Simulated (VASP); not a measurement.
Input of a VASP 6.6.1 run:

File INCAR:

```
ALGO = Normal
EDIFF = 1E-6
ENCUT = 520
GGA = PS
ISIF = 2
ISMEAR = 0
LASPH = T
LCHARG = F
LREAL = Auto
LWAVE = F
NBANDS = 55
NELM = 80
PREC = Accurate
SIGMA = 0.05
```

The input KPOINTS:

```
k-points
0
Gamma
  2 2 1
```

Contents of POSCAR:

```
HC18N
1.0
    7.3980000000      0.0000000000      0.0000000000
   -3.6990000000      6.4068560000      0.0000000000
    0.0000000000      0.0000000000     12.0000000000
C N H
18 1 1
Direct
    0.0024370871     -0.0091085237      0.0861313333
    0.2221240737      0.1037566632      0.0745594167
    0.0037196232      0.3337139152      0.0768688333
    0.2243374693      0.4408311971      0.0723250833
    0.0014815973      0.6615130729      0.0827930833
    0.2212749645      0.7711476581      0.0804228333
    0.3319483931     -0.0061056468      0.0760265833
    0.5526699629      0.1082353029      0.0814921667
    0.3338613092      0.3274044243      0.0735606667
    0.5535443811      0.4381620252      0.0779820833
    0.3340296656      0.6604710641      0.0792501667
    0.5537412550      0.7680988928      0.0923071667
    0.6604671596     -0.0049013120      0.1115100000
    0.8985909970      0.1121990255      0.1050700833
    0.6640053273      0.3257405817      0.0801740000
    0.8909780640      0.4389215241      0.0817908333
    0.6641343535      0.6610824404      0.0878592500
    0.8907876037      0.7736649614      0.0880285000
    0.7895475789      0.0776799104      0.2132528333
    0.8053399659      0.2255869337      0.2248445833
```

Potentials or basis: VASP PAW PBE potentials, release 64 (C, N, H).

Command:

```console
$ cat potpaw_PBE.64/C/POTCAR potpaw_PBE.64/N/POTCAR potpaw_PBE.64/H/POTCAR > POTCAR
$ mpirun -np 1 vasp_std > vasp.out
```

(1) Estimate the largest force.

(2) Predict the band gap on the k mesh.

Answers

(1) 0.952 eV/Å.

(2) 0.20 eV.

Caveat: the k points lie up to 0.49 Å⁻¹ apart; the PAW data sets were made with another functional, which shifts forces and pressure a little.
